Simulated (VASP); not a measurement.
# Co (P6/mmm) in VASP: notebook, part 2 of 2

VASP 6.6.1.

### Step 4. Relaxation of cell and atoms, PBE, collinear spin, ferromagnetic start, target pressure 160 GPa, at which the enthalpy is minimised

This run uses another cell than the first one, of 7.66 Å³/atom, 0.984 times its volume.

INCAR reads:

```
ALGO = Normal
EDIFF = 1E-6
EDIFFG = -0.005
ENCUT = 600
GGA = PE
IBRION = 2
ISIF = 3
ISMEAR = -1
ISPIN = 2
LASPH = True
LCHARG = False
LMAXMIX = 4
LORBIT = 11
LREAL = False
LWAVE = False
MAGMOM = 1.7 1.7 1.7
NELM = 150
NSW = 60
PREC = Accurate
PSTRESS = 1600.0
SIGMA = 0.1
```

KPOINTS reads:

```
k-points
0
Gamma
  10 10 14
```

POSCAR reads:

```
Co
1.0
    3.4978358571      0.0000000000      0.0000000000
   -1.7489179286      3.0292147105      0.0000000000
    0.0000000000      0.0000000000      2.1686582314
Co
3
Direct
    0.0000000000      0.0000000000      0.0000000000
    0.3333333333      0.6666666667      0.5000000000
    0.6666666667      0.3333333333      0.5000000000
```

Potentials or basis: VASP PAW PBE potentials, release 64 (Co).

Command:

```console
cat potpaw_PBE.64/Co/POTCAR > POTCAR
mpirun -np 1 vasp_std > vasp.out
```

OUTCAR:

```text
EDIFF = 1E-6
   EDIFFG = -0.005
   ENCUT = 600
   GGA = PE
   IBRION = 2
   ISIF = 3
   ISMEAR = -1
   ISPIN = 2
   LASPH = True
   LORBIT = 11
   LREAL = False
   NELM = 150
   NSW = 60
   PREC = Accurate
   PSTRESS = 1600.0

 ion  position               nearest neighbor table
   1  0.000  0.000  0.000-   2 2.29   3 2.29   2 2.29   3 2.29   3 2.29   3 2.29   2 2.29   2 2.29
                             3 2.29   3 2.29   2 2.29   2 2.29
   2  0.333  0.667  0.500-   3 2.02   3 2.02   3 2.02   1 2.29   1 2.29   1 2.29   1 2.29   1 2.29
                             1 2.29   3 2.96   3 2.96   3 2.96   3 2.96   3 2.96   3 2.96
   3  0.667  0.333  0.500-   2 2.02   2 2.02   2 2.02   1 2.29   1 2.29   1 2.29   1 2.29   1 2.29
                             1 2.29   2 2.96   2 2.96   2 2.96   2 2.96   2 2.96   2 2.96

  LATTYP: Found a hexagonal cell.
 ALAT       =     3.4978358571
 C/A-ratio  =     0.6200000000

  Lattice vectors:

 A1 = (   3.4978358571,   0.0000000000,   0.0000000000)
 A2 = (  -1.7489179286,   3.0292147105,   0.0000000000)
 A3 = (   0.0000000000,   0.0000000000,   2.1686582314)

Analysis of symmetry for initial positions (statically):
=====================================================================
 Subroutine PRICEL returns:
 Original cell was already a primitive cell.

 Routine SETGRP: Setting up the symmetry group for a
 hexagonal supercell.

 Subroutine GETGRP returns: Found 24 space group operations
 (whereof 24 operations were pure point group operations)
 out of a pool of 24 trial point group operations.

The static configuration has the point symmetry D_6h.

Analysis of symmetry for dynamics (positions and initial velocities):
=====================================================================
 Subroutine PRICEL returns:
 Original cell was already a primitive cell.

 Routine SETGRP: Setting up the symmetry group for a
 hexagonal supercell.

 Subroutine GETGRP returns: Found 24 space group operations
 (whereof 24 operations were pure point group operations)
 out of a pool of 24 trial point group operations.

The dynamic configuration has the point symmetry D_6h.
[... 147 lines left out ...]
 spin polarized calculation
  energy-cutoff  :      600.00
  volume of cell :       22.98
 maximum number of plane-waves:       778
 NGX is ok and might be reduce to    28
   NGX = 13   NGY = 13   NGZ =  9

--------------------------------------- Ionic step        1  -------------------------------------------

 number of electron      27.0000007 magnetization       3.2319579

 Free energy of the ion-electron system (eV)
  ---------------------------------------------------
  ext. energy  EPLUGINS =         0.00000000
  ---------------------------------------------------
  free energy    TOTEN  =       -17.07123814 eV

  energy without entropy =      -16.94335736  energy(sigma->0) =      -17.00729775

------------------------ aborting loop because EDIFF is reached ----------------------------------------

  FORCE on cell =-STRESS in cart. coord.  units (eV):
  Direction    XX          YY          ZZ          XY          YZ          ZX
  --------------------------------------------------------------------------------------
  -------------------------------------------------------------------------------------
  Total       25.2560940     25.2560940     22.5292425     -0.0000000      0.0000000      0.0000000
  in kB     1760.9870780   1760.9870780   1570.8567177     -0.0000000      0.0000000      0.0000000
  external PRESSURE =      97.6102913 kB  Pullay stress =    1600.0000000 kB
[... 260 lines left out ...]
--------------------------------------- Ionic step        8  -------------------------------------------

 number of electron      27.0000001 magnetization       3.4027220

 Free energy of the ion-electron system (eV)
  ---------------------------------------------------
  ext. energy  EPLUGINS =         0.00000000
  ---------------------------------------------------
  free energy    TOTEN  =       -17.36396945 eV

  energy without entropy =      -17.24321402  energy(sigma->0) =      -17.30359174

 E-fermi :  16.2299     XC(G=0): -15.5071

 val. band max:       16.2269337816   @ k =   0.1000   0.0000   0.0000
 cond. band min:      16.2302146692   @ k =   0.2000   0.0000   0.0000
 fundamental gap:      0.0032808876
 Fermi energy:        16.2299472741

 spin component 1

 k-point     1 :       0.0000    0.0000    0.0000
  band No.  band energies     occupation
      1       4.9870      1.00000
      2       9.4443      1.00000
      3      11.5222      1.00000
      4      11.5222      1.00000
      5      11.5644      1.00000
      6      11.5644      1.00000
[... 541 lines left out ...]
     19      27.2622      0.00000
     20      33.8550      0.00000

 [... further k-points ...]

 spin component 2

 k-point     1 :       0.0000    0.0000    0.0000
  band No.  band energies     occupation
      1       5.0696      1.00000
      2      10.1586      1.00000
      3      12.2889      1.00000
      4      12.2889      1.00000
      5      12.3281      1.00000
      6      12.3281      1.00000
[... 577 lines left out ...]
  energy  without entropy=      -17.2432140227  energy(sigma->0) =      -17.30359174

  enthalpy is  TOTEN    =         5.8499604261 eV   P V=       23.2139298771

 reached required accuracy - stopping structural energy minimisation

 total charge

# of ion       s       p       d       tot
------------------------------------------
    1        0.647   0.878   7.599   9.124
    2        0.681   0.902   7.657   9.240
    3        0.681   0.902   7.657   9.240
--------------------------------------------------
tot          2.009   2.682  22.913  27.605

 magnetization (x)

# of ion       s       p       d       tot
------------------------------------------
    1       -0.006  -0.042   1.243   1.194
    2       -0.008  -0.034   1.097   1.056
    3       -0.008  -0.034   1.097   1.056
--------------------------------------------------
tot         -0.023  -0.109   3.438   3.306
```

CONTCAR:

```text
Co
   1.00000000000000
     3.5346351098811706   -0.0000000000231506    0.0000000000000000
    -1.7673175550111604    3.0610837982467727    0.0000000000000000
    -0.0000000000000000   -0.0000000000000000    2.1484213632048634
  Co
     3
Direct
     0.0000000000000000    0.0000000000000000    0.0000000000000000
     0.3333333332999970    0.6666666667000030    0.5000000000000000
     0.6666666667000030    0.3333333332999970    0.5000000000000000

  0.00000000E+00  0.00000000E+00  0.00000000E+00
  0.00000000E+00  0.00000000E+00  0.00000000E+00
  0.00000000E+00  0.00000000E+00  0.00000000E+00
```

Run time: 14 min. Hardware: 1 thread of Oxide Virtual Turin-like, shared host; peak memory 0.18 GiB.

What came out:

| Item | Value |
| --- | --- |
| Free energy | -17.3640 eV |
| Relaxed volume | 7.75 Å³/atom |
| Relaxed cell | a = 3.535 Å, b = 3.535 Å, c = 2.148 Å, α = 90.00°, β = 90.00°, γ = 120.00° |
| Space group after relaxing (to 0.05 Å) | P6/mmm (No. 191) |
| Energy change on relaxing (the enthalpy is what falls) | -97.6 meV/atom |
| Ionic steps | 8 |
| Pressure after relaxing | 160.1 GPa |
| Net moment | 3.40 μB per cell |
| Site moments | Co +1.19, +1.06 μB |

The path:
```tsv
step	energy change (eV)	largest force (eV/Å)	pressure (GPa)	volume (Å³)
1	0.0000	0.0000	169.76	22.98
2	-1.4004	0.0000	119.64	24.55
3	-0.4117	0.0000	155.85	23.37
4	-0.1177	0.0000	165.59	23.09
5	-0.3130	0.0000	159.51	23.27
6	-0.3109	0.0000	159.42	23.26
7	-0.2500	0.0000	161.63	23.20
8	-0.2927	0.0000	160.07	23.25
```

Final structure:
```yaml
crystal:
  lattice:
    - [3.53464, 0.00000, 0.00000]
    - [-1.76732, 3.06108, 0.00000]
    - [0.00000, 0.00000, 2.14842]
  atoms:
    - { symbol: Co, position: [0.00000, 0.00000, 0.00000] }
    - { symbol: Co, position: [0.33333, 0.66667, 0.50000] }
    - { symbol: Co, position: [0.66667, 0.33333, 0.50000] }
```

Caveat: the cell is relaxed towards a set pressure, so the enthalpy falls and the energy may rise.

### Step 5. Relaxation of cell and atoms, PBE, collinear spin, ferromagnetic start, target pressure 160 GPa, at which the enthalpy is minimised

INCAR reads:

```
PREC = Accurate
ENCUT = 600
EDIFF = 1E-6
ISMEAR = -1
SIGMA = 0.1
LREAL = False
LASPH = True
NELM = 150
ALGO = Normal
ISIF = 3
LWAVE = False
LCHARG = False
ISPIN = 2
MAGMOM = 1.7 1.7 1.7
LORBIT = 11
LMAXMIX = 4
GGA = PE
IBRION = 2
NSW = 32
EDIFFG = -0.005
PSTRESS = 1600.0
```

KPOINTS reads:

```
Automatic mesh
0
Gamma
  10 10 14
```

POSCAR reads:

```
Co
1.0
    3.5411751144      0.0000000000      0.0000000000
   -1.7705875572      3.0667476084      0.0000000000
    0.0000000000      0.0000000000      2.1510523566
Co
3
Direct
    0.0000000000      0.0000000000      0.0000000000
    0.3333333333      0.6666666667      0.5000000000
    0.6666666667      0.3333333333      0.5000000000
```

Command:

```console
cat potpaw_PBE.64/Co/POTCAR > POTCAR
mpirun -np 1 vasp_std > vasp.out
```

Run time: 11 min. Hardware: 1 thread of Oxide Virtual Turin-like, shared host; peak memory 0.19 GiB.

It converged, with:

| Quantity | Value |
| --- | --- |
| Free energy | -17.3694 eV |
| Relaxed volume | 7.75 Å³/atom |
| Relaxed cell | a = 3.535 Å, b = 3.535 Å, c = 2.149 Å, α = 90.00°, β = 90.00°, γ = 120.00° |
| Space group after relaxing (to 0.05 Å) | P6/mmm (No. 191) |
| Energy change on relaxing (the enthalpy is what falls) | +36.0 meV/atom |
| Ionic steps | 10 |
| Pressure after relaxing | 159.9 GPa |
| Net moment | 3.41 μB per cell |
| Site moments | Co +1.20, +1.06 μB |

The path:
```
step  energy change (eV)  largest force (eV/Å)  pressure (GPa)  volume (Å³)
   1              0.0000                0.0000          156.15        23.36
   2              0.6538                0.0000          178.66        22.73
   3              0.1104                0.0000          160.03        23.25
   4              0.1081                0.0000          159.90        23.25
   5              0.1079                0.0000          159.91        23.25
   6              0.1080                0.0000          159.89        23.25
   7              0.1080                0.0000          159.91        23.25
   8              0.1081                0.0000          159.91        23.25
   9              0.1080                0.0000          159.91        23.25
  10              0.1080                0.0000          159.92        23.25
```

Final structure:
```xyz
3
Lattice="3.5349 0.0000 0.0000 -1.7674 3.0613 0.0000 0.0000 0.0000 2.1486" Properties=species:S:1:pos:R:3 pbc="T T T"
Co    0.0000    0.0000    0.0000
Co    0.0000    2.0409    1.0743
Co    1.7674    1.0204    1.0743
```

Levels at points of the mesh, in eV from the Fermi level:
Spin up:
| k point | band 13 | band 14 | band 15 | band 16 | band 17 | band 18 | band 19 | band 20 |
| --- | --- | --- | --- | --- | --- | --- | --- | --- |
| (0.00, 0.00, 0.00) | -2.04 | -2.04 | 0.02 | 0.02 | 8.72 | 8.72 | 8.78 | 8.78 |
| (0.50, 0.00, 0.00) | -0.58 | -0.57 | -0.49 | -0.17 | 0.07 | 0.18 | 10.36 | 19.29 |
| (0.00, 0.00, 0.50) | -0.22 | -0.22 | 0.95 | 2.15 | 3.57 | 12.91 | 13.69 | 13.69 |
| (0.50, 0.00, 0.50) | -0.61 | -0.08 | 0.56 | 2.43 | 3.44 | 7.68 | 9.45 | 11.90 |
Spin down:
| k point | band 9 | band 10 | band 11 | band 12 | band 13 | band 14 | band 15 | band 16 |
| --- | --- | --- | --- | --- | --- | --- | --- | --- |
| (0.00, 0.00, 0.00) | -1.77 | -1.77 | -0.79 | -0.79 | -0.70 | -0.70 | 1.53 | 1.53 |
| (0.50, 0.00, 0.00) | -1.79 | -0.59 | -0.52 | 0.15 | 0.44 | 0.90 | 0.94 | 0.94 |
| (0.00, 0.00, 0.50) | -1.89 | -1.89 | 0.74 | 0.74 | 1.09 | 1.09 | 1.90 | 3.34 |
| (0.50, 0.00, 0.50) | -1.73 | -0.98 | -0.55 | 0.27 | 0.88 | 1.39 | 1.67 | 3.00 |

Caveat: the cell is relaxed towards a set pressure, so the enthalpy falls and the energy may rise.

### Step 6. Summary

```tsv
task	cell	cutoff (eV)	gap on the mesh (eV)	pressure (GPa)	moment (μB)
single point	a = 3.541, b = 3.541, c = 2.151 Å, angles 90.0, 90.0, 120.0°, 3 atoms	520	none	156.5	3.45
relaxation of cell and atoms	relaxed to 160 GPa from a = 3.498, b = 3.498, c = 2.169 Å, angles 90.0, 90.0, 120.0°, 3 atoms	600	none	160.1	3.40
relaxation of cell and atoms	relaxed to 160 GPa from a = 3.541, b = 3.541, c = 2.151 Å, angles 90.0, 90.0, 120.0°, 3 atoms	600	none	159.9	3.41
```

Alike in all rows: level PBE; potentials or basis VASP PAW PBE potentials, release 64 (Co); spin collinear, ferromagnetic start; k mesh 10 × 10 × 14; smearing fermi-dirac 0.1 eV.

Caveats: the cell is relaxed towards a set pressure, so the enthalpy falls and the energy may rise (some runs).

Total energies depend on the potentials used, so only differences within one code and one set of settings carry meaning.
